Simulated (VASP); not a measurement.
# Ni (P6_3/mmc) in VASP: a series of runs

Runs on Ni. Level: revPBE. Tasks: single point.

All numbers are computed with VASP 6.6.1; they aren't measurements. Logs are shortened: lines on timing, memory, paths and dates and some standing lists are left out, and cuts for length are marked.

## 1. The cell of the first run

It takes space group P6_3/mmc (No. 194, hexagonal). The conventional cell has a = 2.602 Å, b = 2.602 Å, c = 8.517 Å, α = 90.00°, β = 90.00°, γ = 120.00°. Within 3.4 Å of Ni (site symmetry -3m) lie 12 Ni at 2.60 to 2.61 Å. Within 3.4 Å of Ni (site symmetry -6m2) lie 12 Ni at 2.60 to 2.61 Å.

## 2. Single point, revPBE, collinear spin, ferromagnetic start (volume scaled by 1.12)

INCAR

```
ALGO = Normal
EDIFF = 1E-6
ENCUT = 520
GGA = RE
ISIF = 2
ISMEAR = -1
ISPIN = 2
LASPH = T
LCHARG = T
LELF = T
LMAXMIX = 4
LORBIT = 11
LREAL = F
LVHAR = T
LWAVE = F
MAGMOM = 0.696 0.696 0.705 0.705
NBANDS = 32
NELM = 150
PREC = Accurate
SIGMA = 0.05
```

KPOINTS

```
k-points
0
Gamma
  16 16 5
```

POSCAR

```
Ni
1.0
    2.6019724549      0.0000000000      0.0000000000
   -1.3009862275      2.2533742459      0.0000000000
    0.0000000000      0.0000000000      8.5166918019
Ni
4
Direct
    1.0000000000      0.0000000000      1.0000000000
    0.0000000000      0.0000000000      0.5000000000
    0.3333333333      0.6666666667      0.2500000000
    0.6666666667      0.3333333333      0.7500000000
```

Potentials or basis: VASP PAW PBE potentials, release 64 (Ni).

Started as:

```sh
> cat potpaw_PBE.64/Ni/POTCAR > POTCAR
> mpirun -np 1 vasp_std > vasp.out
```

OUTCAR:

```text
EDIFF = 1E-6
   ENCUT = 520
   GGA = RE
   ISIF = 2
   ISMEAR = -1
   ISPIN = 2
   LASPH = T
   LORBIT = 11
   LREAL = F
   NELM = 150
   PREC = Accurate

 ion  position               nearest neighbor table
   1  0.000  0.000  0.000-   3 2.61   4 2.61   4 2.61   3 2.61   4 2.61   3 2.61
   2  0.000  0.000  0.500-   3 2.61   4 2.61   4 2.61   3 2.61   4 2.61   3 2.61
   3  0.333  0.667  0.250-   1 2.61   2 2.61   1 2.61   2 2.61   1 2.61   2 2.61
   4  0.667  0.333  0.750-   1 2.61   2 2.61   1 2.61   2 2.61   1 2.61   2 2.61

  LATTYP: Found a hexagonal cell.
 ALAT       =     2.6019724549
 C/A-ratio  =     3.2731675487

  Lattice vectors:

 A1 = (   2.6019724549,   0.0000000000,   0.0000000000)
 A2 = (  -1.3009862275,   2.2533742459,   0.0000000000)
 A3 = (   0.0000000000,   0.0000000000,   8.5166918019)

Analysis of symmetry for initial positions (statically):
=====================================================================
 Subroutine PRICEL returns:
 Original cell was already a primitive cell.

 Routine SETGRP: Setting up the symmetry group for a
 hexagonal supercell.

 Subroutine GETGRP returns: Found 24 space group operations
 (whereof 12 operations were pure point group operations)
 out of a pool of 24 trial point group operations.

The static configuration has the point symmetry D_3d.
 The point group associated with its full space group is D_6h.

Analysis of symmetry for dynamics (positions and initial velocities):
=====================================================================
 Subroutine PRICEL returns:
 Original cell was already a primitive cell.

 Routine SETGRP: Setting up the symmetry group for a
 hexagonal supercell.

 Subroutine GETGRP returns: Found 24 space group operations
 (whereof 12 operations were pure point group operations)
 out of a pool of 24 trial point group operations.

The dynamic configuration has the point symmetry D_3d.
 The point group associated with its full space group is D_6h.

Analysis of structural, dynamic, and magnetic symmetry:
=====================================================================
 Subroutine PRICEL returns:
 Original cell was already a primitive cell.

 Routine SETGRP: Setting up the symmetry group for a
 hexagonal supercell.

 Subroutine GETGRP returns: Found 24 space group operations
 (whereof 12 operations were pure point group operations)
 out of a pool of 24 trial point group operations.

The overall configuration has the point symmetry D_3d.
 The point group associated with its full space group is D_6h.

 Subroutine INISYM returns: Found 24 space group operations
 (whereof 12 operations are pure point group operations),
 and found     1 'primitive' translations

----------------------------------------------------------------------------------------

                                     Primitive cell

  volume of cell :      49.9352

  direct lattice vectors                    reciprocal lattice vectors
     2.601972455  0.000000000  0.000000000     0.384323823  0.221889462  0.000000000
    -1.300986227  2.253374246  0.000000000     0.000000000  0.443778925  0.000000000
     0.000000000  0.000000000  8.516691802     0.000000000  0.000000000  0.117416483

  length of vectors
     2.601972455  2.601972455  8.516691802     0.443778925  0.443778925  0.117416483

  position of ions in fractional coordinates (direct lattice)
     0.000000000  0.000000000  0.000000000
     0.000000000  0.000000000  0.500000000
     0.333333333  0.666666667  0.250000000
     0.666666667  0.333333333  0.750000000

  ion indices of the primitive-cell ions
   primitive index   ion index
                 1           1
                 2           2
                 3           3
                 4           4

----------------------------------------------------------------------------------------

 KPOINTS: k-points

Automatic generation of k-mesh.
 Grid dimensions read from file:
 generate k-points for:   16   16    5

 Generating k-lattice:

  Cartesian coordinates                     Fractional coordinates (reciprocal lattice)
     0.024020239  0.013868091  0.000000000     0.062500000  0.000000000  0.000000000
     0.000000000  0.027736183  0.000000000     0.000000000  0.062500000  0.000000000
     0.000000000  0.000000000  0.023483297     0.000000000  0.000000000  0.200000000

  Length of vectors
     0.027736183  0.027736183  0.023483297

  Shift w.r.t. Gamma in fractional coordinates (k-lattice)
     0.000000000  0.000000000  0.000000000

 Subroutine IBZKPT returns following result:
 ===========================================

 Found     90 irreducible k-points:

 Following reciprocal coordinates:
            Coordinates               Weight
  0.000000  0.000000  0.000000      1.000000
  0.062500 -0.000000  0.000000      6.000000
  0.125000 -0.000000  0.000000      6.000000
  0.187500 -0.000000  0.000000      6.000000
  0.250000 -0.000000  0.000000      6.000000
  0.312500  0.000000  0.000000      6.000000
[... 16 lines left out ...]
  0.187500  0.187500  0.000000      6.000000
  0.250000  0.187500  0.000000     12.000000
 [... further k-points ...]
   k-points           NKPTS =     90   k-points in BZ     NKDIM =     90   number of bands    NBANDS=     32
   number of dos      NEDOS =    301   number of ions     NIONS =      4
   total plane-waves  NPLWV =  25600
   dimension x,y,z NGX =    20 NGY =   20 NGZ =   64
   dimension x,y,z NGXF=    40 NGYF=   40 NGZF=  128
   ions per type =               4
   NGX,Y,Z   is equivalent  to a cutoff of  12.78, 12.78, 12.49 a.u.
   NGXF,Y,Z  is equivalent  to a cutoff of  25.56, 25.56, 24.99 a.u.
 SYSTEM =  unknown system
   PREC   = accura    normal or accurate (medium, high low for compatibility)
   ISTART =      0    job   : 0-new  1-cont  2-samecut
   ICHARG =      2    charge: 1-file 2-atom 10-const
   ISPIN  =      2    spin polarized calculation?
   LNONCOLLINEAR =      F non collinear calculations
   LSORBIT =      F    spin-orbit coupling
   LASPH  =      T    aspherical Exc in radial PAW
   ENCUT  =  520.0 eV  38.22 Ry    6.18 a.u.   4.84  4.84 15.84*2*pi/ulx,y,z
   NELM   =    150;   NELMIN=  2; NELMDL= -5     # of ELM steps
   EDIFF  = 0.1E-05   stopping-criterion for ELM
   LREAL  =      F    real-space projection
   EDIFFG = 0.1E-04   stopping-criterion for IOM
   NSW    =      0    number of steps for IOM
   IBRION =     -1    ionic relax: 0-MD 1-quasi-New 2-CG
   NFREE  =      0    steps in history (QN), initial steepest desc. (CG)
   ISIF   =      2    stress and relaxation
   ISYM   =      2    0-nonsym 1-usesym 2-fastsym
   POTIM  = 0.5000    time-step for ionic-motion
   TEBEG  =    0.0;   TEEND  =   0.0 temperature during run
   PSTRESS=    0.0 pullay stress
   NELECT =      40.0000    total number of electrons
   NUPDOWN=      -1.0000    fix difference up-down
   EMIN   =  10.00;   EMAX   =-10.00  energy-range for DOS
   EFERMI =   0.00;   METHOD = LEGACY
   ISMEAR =    -1;   SIGMA  =   0.05  broadening in eV -4-tet -1-fermi 0-gaus
   EFERMI_NEDOS =   21; number of points for ismear=-14 and -15
   IALGO  =     38    algorithm
   IMIX   =      4    mixing-type and parameters
     AMIX     =   0.40;   BMIX     =  1.00
     AMIX_MAG =   1.60;   BMIX_MAG =  1.00
  volume/ion in A,a.u.               =      12.48        84.24
  Fermi-wavevector in a.u.,A,eV,Ry     =   1.520405  2.873148 31.451638  2.311630
  Thomas-Fermi vector in A             =   2.629260
   LORBIT       =     11    0 simple, 1 ext, 2 COOP (PROOUT), +10 PAW based schemes
   GGA     = RE    functional components
   LHFCALC =     F    Hartree Fock is set to
   AEXX    =    0.0000 exact exchange contribution
   IVDW    =     0    specifies the selected vdW correction
   LEPSILON=     F    determine dielectric tensor
   LRPA    =     F    only Hartree local field effects (RPA)
 spin polarized calculation
  energy-cutoff  :      520.00
  volume of cell :       49.94
 maximum number of plane-waves:      1368
 NGX is ok and might be reduce to    20
   NGX =  9   NGY =  9   NGZ = 31

 number of electron      39.9999979 magnetization       2.7159929

 Free energy of the ion-electron system (eV)
  ---------------------------------------------------
  ext. energy  EPLUGINS =         0.00000000
  ---------------------------------------------------
  free energy    TOTEN  =       -19.94021584 eV

  energy without entropy =      -19.86818961  energy(sigma->0) =      -19.90420272

 E-fermi :   7.7041     XC(G=0): -12.3702

 val. band max:        7.7038078153   @ k =   0.3750  -0.0000   0.2000
 cond. band min:       7.7066023790   @ k =   0.3750  -0.0000   0.2000
 fundamental gap:      0.0027945637
 Fermi energy:         7.7040676802

 spin component 1

 k-point     1 :       0.0000    0.0000    0.0000
  band No.  band energies     occupation
      1      -0.3993      1.00000
      2       1.6328      1.00000
      3       1.6353      1.00000
      4       3.5205      1.00000
      5       5.2605      1.00000
      6       5.3248      1.00000
[... 24 lines left out ...]
     31      29.9556      0.00000
     32      30.1576      0.00000

 k-point     2 :       0.0625   -0.0000    0.0000
  band No.  band energies     occupation
      1      -0.2762      1.00000
      2       1.7422      1.00000
      3       1.7447      1.00000
      4       3.5942      1.00000
      5       5.1975      1.00000
      6       5.2940      1.00000
[... 24 lines left out ...]
     31      28.6610      0.00000
     32      29.5641      0.00000
[... 733 lines left out ...]
     31      20.4293      0.00000
     32      23.1491      0.00000

 k-point    24 :       0.2500    0.1875    0.0000
  band No.  band energies     occupation
      1       3.3546      1.00000
      2       4.0054      1.00000
      3       4.0122      1.00000
      4       4.5375      1.00000
      5       4.5920      1.00000
      6       4.7803      1.00000
[... 24 lines left out ...]
     31      19.5817      0.00000
     32      23.1435      0.00000

 [... further k-points ...]

 spin component 2

 k-point     1 :       0.0000    0.0000    0.0000
  band No.  band energies     occupation
      1      -0.4678      1.00000
      2       1.5931      1.00000
      3       1.5957      1.00000
      4       3.9851      1.00000
      5       6.0049      1.00000
      6       6.0101      1.00000
[... 24 lines left out ...]
     31      30.0270      0.00000
     32      30.0270      0.00000

 k-point     2 :       0.0625   -0.0000    0.0000
  band No.  band energies     occupation
      1      -0.3447      1.00000
      2       1.7036      1.00000
      3       1.7061      1.00000
      4       4.0656      1.00000
      5       5.9538      1.00000
      6       5.9752      1.00000
[... 24 lines left out ...]
     31      28.6517      0.00000
     32      29.5812      0.00000
[... 733 lines left out ...]
     31      20.5198      0.00000
     32      23.1916      0.00000

 k-point    24 :       0.2500    0.1875    0.0000
  band No.  band energies     occupation
      1       3.4196      1.00000
      2       4.2979      1.00000
      3       4.3252      1.00000
      4       5.0411      1.00000
      5       5.1697      1.00000
      6       5.3656      1.00000
[... 24 lines left out ...]
     31      19.6853      0.00000
     32      23.1756      0.00000

 [... further k-points ...]
[... 5 lines left out ...]
  --------------------------------------------------------------------------------------
  -------------------------------------------------------------------------------------
  Total       -4.7845367     -4.7845367     -4.7852852      0.0000000      0.0000000      0.0000000
  in kB     -153.5124212   -153.5124212   -153.5364372      0.0000000      0.0000000      0.0000000
  external PRESSURE =    -153.5204265 kB  Pullay stress =       0.0000000 kB

 VOLUME and BASIS-vectors are now :
 -----------------------------------------------------------------------------
  energy-cutoff  :      520.00
  volume of cell :       49.94
      direct lattice vectors                 reciprocal lattice vectors
     2.601972455  0.000000000  0.000000000     0.384323823  0.221889462  0.000000000
    -1.300986227  2.253374246  0.000000000     0.000000000  0.443778925  0.000000000
     0.000000000  0.000000000  8.516691802     0.000000000  0.000000000  0.117416483

 POSITION                                       TOTAL-FORCE (eV/Angst)
 -----------------------------------------------------------------------------------
      0.00000      0.00000      0.00000        -0.000000      0.000000      0.000000
      0.00000      0.00000      4.25835        -0.000000      0.000000      0.000000
     -0.00000      1.50225      2.12917         0.000000      0.000000     -0.000000
      1.30099      0.75112      6.38752        -0.000000     -0.000000      0.000000
 -----------------------------------------------------------------------------------
    total drift:                                0.000000     -0.000000      0.000000

  FREE ENERGIE OF THE ION-ELECTRON SYSTEM (eV)
  ---------------------------------------------------
  free  energy   TOTEN  =       -19.9402158398 eV

  energy  without entropy=      -19.8681896062  energy(sigma->0) =      -19.90420272

 total charge

# of ion       s       p       d       tot
------------------------------------------
    1        0.443   0.387   8.264   9.093
    2        0.443   0.387   8.264   9.093
    3        0.443   0.388   8.262   9.093
    4        0.443   0.388   8.262   9.093
--------------------------------------------------
tot          1.771   1.550  33.050  36.372

 magnetization (x)

# of ion       s       p       d       tot
------------------------------------------
    1       -0.006  -0.025   0.732   0.701
    2       -0.006  -0.025   0.732   0.701
    3       -0.006  -0.025   0.740   0.709
    4       -0.006  -0.025   0.740   0.709
--------------------------------------------------
tot         -0.024  -0.101   2.946   2.821
```

Wall time 4 min (1 thread of Intel Xeon Platinum 8488C (Sapphire Rapids), shared host); peak memory 0.31 GiB.

What came out:

| Item | Value |
| --- | --- |
| Free energy | -19.9402 eV |
| Pressure | -15.4 GPa |
| Net moment | 2.72 μB per cell |
| Site moments | Ni +0.70, +0.71 μB |
| Valence electrons inside the program's atomic spheres | Ni 9.09 |

Caveat: the PAW data sets were made with another functional, which shifts forces and pressure a little.

(Part 1 of 2 ends here.)
